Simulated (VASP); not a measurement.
Here is a VASP 6.6.1 calculation.

Contents of INCAR:

```
SYSTEM = Si5C
  PREC = Accurate
  ENCUT = 600
  EDIFF = 1E-6
  ISMEAR = 0
  SIGMA = 0.1
  LREAL = .False.
  LASPH = .True.
  NELM = 100
  ALGO = Normal
  ISIF = 3
  LWAVE = .False.
  LCHARG = .False.
  GGA = PE
  IBRION = 2
  NSW = 100
  EDIFFG = -0.01
```

The input KPOINTS:

```
Automatic mesh
0
Gamma
  18 18 4
  0 0 0
```

Contents of POSCAR:

```
Si5C
1.0
    2.7720107816      0.0000000000      0.0000000000
   -1.3860053908      2.4006317564      0.0000000000
    0.0000000000      0.0000000000     12.0458185363
Si C
5 1
Direct
    0.3333333333      0.6666666667      0.6005728035
    0.3333333333      0.6666666667      0.0000000000
    0.3333333333      0.6666666667      0.3994271965
    0.6666666667      0.3333333333      0.8086784392
    0.6666666667      0.3333333333      0.1913215608
    0.6666666667      0.3333333333      0.5000000000
```

Potentials or basis: VASP PAW PBE potentials, release 64 (Si, C).

The run is started by

```console
$ cat potpaw_PBE.64/Si/POTCAR potpaw_PBE.64/C/POTCAR > POTCAR
$ mpirun -np 1 vasp_std > vasp.out
```

(1) What does it give for the space group after relaxing (to 0.1 Å)?

(2) Predict the relaxed volume.

(3) What does it give for the relaxed cell?

Answers

(1) P-6m2 (No. 187).

(2) 12.87 Å³/atom.

(3) a = 2.890 Å, b = 2.890 Å, c = 10.676 Å, α = 90.00°, β = 90.00°, γ = 120.00°.

Caveat: the highest band is partly filled, so the run has too few bands.
